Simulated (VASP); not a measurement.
# BN (Fm-3m) in VASP: settings compared

The runs below take BN through single point, with PBE, PBEsol.

Everything below comes from runs of VASP 6.6.1. Logs are shortened: lines on timing, memory, paths and dates and some standing lists are left out, and cuts for length are marked.

## Step 1: The cell of the first run

Symmetry: Fm-3m, No. 225, cubic system. The conventional cell has a = 3.492 Å, b = 3.492 Å, c = 3.492 Å, α = 90.00°, β = 90.00°, γ = 90.00°. Within 2.3 Å of B (site symmetry m-3m) lie 6 N at 1.75 Å. N (site symmetry m-3m) has 6 B at 1.75 Å within 2.3 Å.

## Step 2: Single point, PBE

Contents of INCAR:

```
SYSTEM = BN
ALGO     = Normal         ! electronic algorithm
EDIFF    = 1E-6           ! SCF threshold, eV
ENCUT    = 600            ! plane-wave cutoff, eV
GGA      = PE             ! functional
GGA_COMPAT= .FALSE.      
ISIF     = 2              ! what is computed and relaxed
ISMEAR   = 0              ! smearing method
LASPH    = .TRUE.         ! aspherical terms in the spheres
LCHARG   = .FALSE.        ! write CHGCAR
LREAL    = .FALSE.        ! projectors in reciprocal space
LWAVE    = .FALSE.        ! write WAVECAR
NBANDS   = 11             ! bands
NELM     = 120            ! most SCF steps
PREC     = Accurate       ! precision mode
SIGMA    = 0.01           ! smearing width, eV
```

Contents of KPOINTS:

```
k-points
0
G
  4 4 4
  0 0 0
```

Contents of POSCAR:

```
BN
1.0
    0.0000000000      1.7458259350      1.7458259350
    1.7458259350      0.0000000000      1.7458259350
    1.7458259350      1.7458259350      0.0000000000
B N
1 1
Direct
    0.0000000000      0.0000000000      0.0000000000
    0.5000000000      0.5000000000      0.5000000000
```

Potentials or basis: VASP PAW PBE potentials, release 64 (B, N).

The run is started by

```sh
> cat potpaw_PBE.64/B/POTCAR potpaw_PBE.64/N/POTCAR > POTCAR
> mpirun -np 1 vasp_std > vasp.out
```

OUTCAR:

```text
SYSTEM = BN
   EDIFF = 1E-6
   ENCUT = 600
   GGA = PE
   ISIF = 2
   ISMEAR = 0
   LASPH = .TRUE.
   LREAL = .FALSE.
   NELM = 120
   PREC = Accurate

 ion  position               nearest neighbor table
   1  0.000  0.000  0.000-   2 1.75   2 1.75   2 1.75   2 1.75   2 1.75   2 1.75
   2  0.500  0.500  0.500-   1 1.75   1 1.75   1 1.75   1 1.75   1 1.75   1 1.75

  LATTYP: Found a face centered cubic cell.
 ALAT       =     3.4916518700

  Lattice vectors:

 A1 = (   0.0000000000,   1.7458259350,   1.7458259350)
 A2 = (   1.7458259350,   0.0000000000,   1.7458259350)
 A3 = (   1.7458259350,   1.7458259350,   0.0000000000)

Analysis of symmetry for initial positions (statically):
=====================================================================
 Subroutine PRICEL returns:
 Original cell was already a primitive cell.

 Routine SETGRP: Setting up the symmetry group for a
 face centered cubic supercell.

 Subroutine GETGRP returns: Found 48 space group operations
 (whereof 48 operations were pure point group operations)
 out of a pool of 48 trial point group operations.

The static configuration has the point symmetry O_h .

Analysis of symmetry for dynamics (positions and initial velocities):
=====================================================================
 Subroutine PRICEL returns:
 Original cell was already a primitive cell.

 Routine SETGRP: Setting up the symmetry group for a
 face centered cubic supercell.

 Subroutine GETGRP returns: Found 48 space group operations
 (whereof 48 operations were pure point group operations)
 out of a pool of 48 trial point group operations.

The dynamic configuration has the point symmetry O_h .

 Subroutine INISYM returns: Found 48 space group operations
 (whereof 48 operations are pure point group operations),
 and found     1 'primitive' translations

----------------------------------------------------------------------------------------

                                     Primitive cell

  volume of cell :      10.6422

  direct lattice vectors                    reciprocal lattice vectors
     0.000000000  1.745825935  1.745825935    -0.286397395  0.286397395  0.286397395
     1.745825935  0.000000000  1.745825935     0.286397395 -0.286397395  0.286397395
     1.745825935  1.745825935  0.000000000     0.286397395  0.286397395 -0.286397395

  length of vectors
     2.468970715  2.468970715  2.468970715     0.496054839  0.496054839  0.496054839

  position of ions in fractional coordinates (direct lattice)
     0.000000000  0.000000000  0.000000000
     0.500000000  0.500000000  0.500000000

  ion indices of the primitive-cell ions
   primitive index   ion index
                 1           1
                 2           2

----------------------------------------------------------------------------------------

 KPOINTS: k-points

Automatic generation of k-mesh.
 Grid dimensions read from file:
 generate k-points for:    4    4    4

 Generating k-lattice:

  Cartesian coordinates                     Fractional coordinates (reciprocal lattice)
    -0.071599349  0.071599349  0.071599349     0.250000000  0.000000000  0.000000000
     0.071599349 -0.071599349  0.071599349     0.000000000  0.250000000  0.000000000
     0.071599349  0.071599349 -0.071599349     0.000000000  0.000000000  0.250000000

  Length of vectors
     0.124013710  0.124013710  0.124013710

  Shift w.r.t. Gamma in fractional coordinates (k-lattice)
     0.000000000  0.000000000  0.000000000

 Subroutine IBZKPT returns following result:
 ===========================================

 Found      8 irreducible k-points:

 Following reciprocal coordinates:
            Coordinates               Weight
  0.000000  0.000000  0.000000      1.000000
  0.250000  0.000000  0.000000      8.000000
  0.500000  0.000000  0.000000      4.000000
  0.250000  0.250000  0.000000      6.000000
  0.500000  0.250000  0.000000     24.000000
 -0.250000  0.250000  0.000000     12.000000
  0.500000  0.500000  0.000000      3.000000
 -0.250000  0.500000  0.250000      6.000000
   k-points           NKPTS =      8   k-points in BZ     NKDIM =      8   number of bands    NBANDS=     11
   number of dos      NEDOS =    301   number of ions     NIONS =      2
   total plane-waves  NPLWV =   8000
   dimension x,y,z NGX =    20 NGY =   20 NGZ =   20
   dimension x,y,z NGXF=    40 NGYF=   40 NGZF=   40
   ions per type =               1   1
   NGX,Y,Z   is equivalent  to a cutoff of  13.47, 13.47, 13.47 a.u.
   NGXF,Y,Z  is equivalent  to a cutoff of  26.93, 26.93, 26.93 a.u.
 SYSTEM =  BN
   PREC   = accura    normal or accurate (medium, high low for compatibility)
   ISTART =      0    job   : 0-new  1-cont  2-samecut
   ICHARG =      2    charge: 1-file 2-atom 10-const
   ISPIN  =      1    spin polarized calculation?
   LNONCOLLINEAR =      F non collinear calculations
   LSORBIT =      F    spin-orbit coupling
   LASPH  =      T    aspherical Exc in radial PAW
   ENCUT  =  600.0 eV  44.10 Ry    6.64 a.u.   4.93  4.93  4.93*2*pi/ulx,y,z
   NELM   =    120;   NELMIN=  2; NELMDL= -5     # of ELM steps
   EDIFF  = 0.1E-05   stopping-criterion for ELM
   LREAL  =      F    real-space projection
   EDIFFG = 0.1E-04   stopping-criterion for IOM
   NSW    =      0    number of steps for IOM
   IBRION =     -1    ionic relax: 0-MD 1-quasi-New 2-CG
   NFREE  =      0    steps in history (QN), initial steepest desc. (CG)
   ISIF   =      2    stress and relaxation
   ISYM   =      2    0-nonsym 1-usesym 2-fastsym
   POTIM  = 0.5000    time-step for ionic-motion
   TEBEG  =    0.0;   TEEND  =   0.0 temperature during run
   PSTRESS=    0.0 pullay stress
   NELECT =       8.0000    total number of electrons
   NUPDOWN=      -1.0000    fix difference up-down
   EMIN   =  10.00;   EMAX   =-10.00  energy-range for DOS
   EFERMI =   0.00;   METHOD = LEGACY
   ISMEAR =     0;   SIGMA  =   0.01  broadening in eV -4-tet -1-fermi 0-gaus
   EFERMI_NEDOS =   21; number of points for ismear=-14 and -15
   IALGO  =     38    algorithm
   IMIX   =      4    mixing-type and parameters
     AMIX     =   0.40;   BMIX     =  1.00
     AMIX_MAG =   1.60;   BMIX_MAG =  1.00
  volume/ion in A,a.u.               =       5.32        35.91
  Fermi-wavevector in a.u.,A,eV,Ry     =   1.488540  2.812933 30.147133  2.215752
  Thomas-Fermi vector in A             =   2.601562
   LORBIT       =      0    0 simple, 1 ext, 2 COOP (PROOUT), +10 PAW based schemes
   GGA     = PE    functional components
   LHFCALC =     F    Hartree Fock is set to
   AEXX    =    0.0000 exact exchange contribution
   IVDW    =     0    specifies the selected vdW correction
   LEPSILON=     F    determine dielectric tensor
   LRPA    =     F    only Hartree local field effects (RPA)
 non-spin polarized calculation
 Gauss-broadening in eV      SIGMA  =   0.01
  energy-cutoff  :      600.00
  volume of cell :       10.64
 maximum number of plane-waves:       363
   NGX =  9   NGY =  9   NGZ =  9

 number of electron       8.0000001 magnetization

 Free energy of the ion-electron system (eV)
  ---------------------------------------------------
  ext. energy  EPLUGINS =         0.00000000
  ---------------------------------------------------
  free energy    TOTEN  =       -13.73920919 eV

  energy without entropy =      -13.73920919  energy(sigma->0) =      -13.73920919

 E-fermi :   9.9579     XC(G=0): -13.7488

 val. band max:        9.8438964051   @ k =   0.5000   0.0000   0.0000
 cond. band min:      11.6530867869   @ k =   0.5000   0.5000   0.0000
 fundamental gap:      1.8091903818
 Fermi energy:         9.9579342328

 k-point     1 :       0.0000    0.0000    0.0000
  band No.  band energies     occupation
      1     -12.0703      2.00000
      2       9.5882      2.00000
      3       9.5882      2.00000
      4       9.5882      2.00000
      5      19.6813      0.00000
      6      22.4985      0.00000
      7      22.4985      0.00000
      8      22.4985      0.00000
      9      28.9987      0.00000
     10      28.9987      0.00000
     11      28.9987      0.00000

 k-point     2 :       0.2500    0.0000    0.0000
  band No.  band energies     occupation
      1     -10.3418      2.00000
      2       4.0044      2.00000
      3       9.5683      2.00000
      4       9.5683      2.00000
      5      18.5544      0.00000
      6      18.5544      0.00000
      7      19.0991      0.00000
      8      23.1950      0.00000
      9      28.7755      0.00000
     10      33.0967      0.00000
     11      33.0967      0.00000

 k-point     3 :       0.5000    0.0000    0.0000
  band No.  band energies     occupation
      1      -6.8578      2.00000
      2      -2.1632      2.00000
      3       9.8439      2.00000
      4       9.8439      2.00000
      5      15.5989      0.00000
      6      15.5989      0.00000
      7      17.7025      0.00000
      8      24.1706      0.00000
      9      33.1546      0.00000
     10      38.6886      0.00000
     11      42.2891      0.00000

 k-point     4 :       0.2500    0.2500    0.0000
  band No.  band energies     occupation
      1      -9.7352      2.00000
      2       6.5067      2.00000
      3       6.8074      2.00000
      4       6.8074      2.00000
      5      14.2749      0.00000
      6      22.2196      0.00000
      7      22.9932      0.00000
      8      23.3511      0.00000
      9      23.3511      0.00000
     10      38.2144      0.00000
     11      38.2144      0.00000

 k-point     5 :       0.5000    0.2500    0.0000
  band No.  band energies     occupation
      1      -6.1585      2.00000
      2       0.0707      2.00000
      3       4.4523      2.00000
      4       6.5724      2.00000
      5      14.0044      0.00000
      6      20.8982      0.00000
      7      22.0334      0.00000
      8      25.2949      0.00000
      9      26.5610      0.00000
     10      38.1547      0.00000
     11      44.0151      0.00000

 k-point     6 :      -0.2500    0.2500    0.0000
  band No.  band energies     occupation
      1      -7.6291      2.00000
      2       2.2302      2.00000
      3       3.2340      2.00000
      4       9.2910      2.00000
      5      16.2264      0.00000
      6      17.0759      0.00000
      7      22.9079      0.00000
      8      23.6267      0.00000
      9      30.6570      0.00000
     10      35.1224      0.00000
     11      36.7828      0.00000

 k-point     7 :       0.5000    0.5000    0.0000
  band No.  band energies     occupation
      1      -4.0178      2.00000
      2      -1.4717      2.00000
      3       4.8032      2.00000
      4       4.8032      2.00000
      5      11.6531      0.00000
      6      19.2409      0.00000
      7      25.0898      0.00000
      8      25.0898      0.00000
      9      26.7551      0.00000
     10      43.1649      0.00000
     11      45.8757      0.00000

 k-point     8 :      -0.2500    0.5000    0.2500
  band No.  band energies     occupation
      1      -3.8469      2.00000
      2       0.9290      2.00000
      3       0.9290      2.00000
      4       3.4592      2.00000
      5      17.6031      0.00000
      6      18.2176      0.00000
      7      24.8806      0.00000
      8      24.8806      0.00000
      9      30.2014      0.00000
     10      30.2014      0.00000
     11      49.9520      0.00000

------------------------ aborting loop because EDIFF is reached ----------------------------------------

  FORCE on cell =-STRESS in cart. coord.  units (eV):
  Direction    XX          YY          ZZ          XY          YZ          ZX
  --------------------------------------------------------------------------------------
  -------------------------------------------------------------------------------------
  Total        0.2279614      0.2279614      0.2279614      0.0000000      0.0000000      0.0000000
  in kB       34.3193564     34.3193564     34.3193564      0.0000000      0.0000000      0.0000000
  external PRESSURE =      34.3193564 kB  Pullay stress =       0.0000000 kB

 VOLUME and BASIS-vectors are now :
 -----------------------------------------------------------------------------
  energy-cutoff  :      600.00
  volume of cell :       10.64
      direct lattice vectors                 reciprocal lattice vectors
     0.000000000  1.745825935  1.745825935    -0.286397395  0.286397395  0.286397395
     1.745825935  0.000000000  1.745825935     0.286397395 -0.286397395  0.286397395
     1.745825935  1.745825935  0.000000000     0.286397395  0.286397395 -0.286397395

 POSITION                                       TOTAL-FORCE (eV/Angst)
 -----------------------------------------------------------------------------------
      0.00000      0.00000      0.00000         0.000000     -0.000000      0.000000
      1.74583      1.74583      1.74583        -0.000000      0.000000     -0.000000
 -----------------------------------------------------------------------------------
    total drift:                                0.000000      0.000000      0.000000

  FREE ENERGIE OF THE ION-ELECTRON SYSTEM (eV)
  ---------------------------------------------------
  free  energy   TOTEN  =       -13.7392091876 eV

  energy  without entropy=      -13.7392091876  energy(sigma->0) =      -13.73920919
```

It took 1.4 s on 1 thread of Intel Xeon 6975P-C (Granite Rapids), shared host; peak memory 0.11 GiB.

What came out:

- Free energy: -13.7392 eV
- Pressure: 3.4 GPa
- Band gap on the k mesh: 1.81 eV, indirect (least direct gap 5.75 eV)

Caveat: the k points lie up to 0.78 Å⁻¹ apart. A k mesh can miss the band edges.

## Step 3: Single point, PBE

Contents of INCAR:

```
ALGO = Normal
EDIFF = 1E-6
ENCUT = 600
GGA = PE
GGA_COMPAT = False
ISIF = 2
ISMEAR = 1
LASPH = True
LCHARG = False
LREAL = False
LWAVE = False
NBANDS = 11
NELM = 120
PREC = Accurate
SIGMA = 0.2
```

Contents of KPOINTS:

```
k-points
0
Gamma
  8 8 8
```

POSCAR is that of step 2.

Potentials or basis: VASP PAW PBE potentials, release 64 (B, N).

The run is started by

```sh
> cat potpaw_PBE.64/B/POTCAR potpaw_PBE.64/N/POTCAR > POTCAR
> mpirun -np 1 vasp_std > vasp.out
```

It took 2.1 s on 1 thread of Intel Xeon 6975P-C (Granite Rapids), shared host; peak memory 0.11 GiB.

The run converged. Its results:

```yaml
Free_energy: -13.9437 eV
Pressure: 3.6 GPa
Band_gap_on_the_k_mesh: 1.33 eV, indirect (least direct gap 5.85 eV)
```

Levels at points of the mesh, in eV from the valence-band top:
```csv
k point,band 1,band 2,band 3,band 4,band 5,band 6,band 7,band 8
"(0.00, 0.00, 0.00)",-22.42,-0.79,-0.79,-0.79,9.31,12.18,12.18,12.18
"(0.50, 0.00, 0.00)",-17.23,-12.51,-0.55,-0.55,5.30,5.30,7.35,13.81
"(0.50, 0.50, 0.00)",-14.40,-11.82,-5.56,-5.56,1.33,8.91,14.74,14.74
```

(Continued in part 2 of 2.)
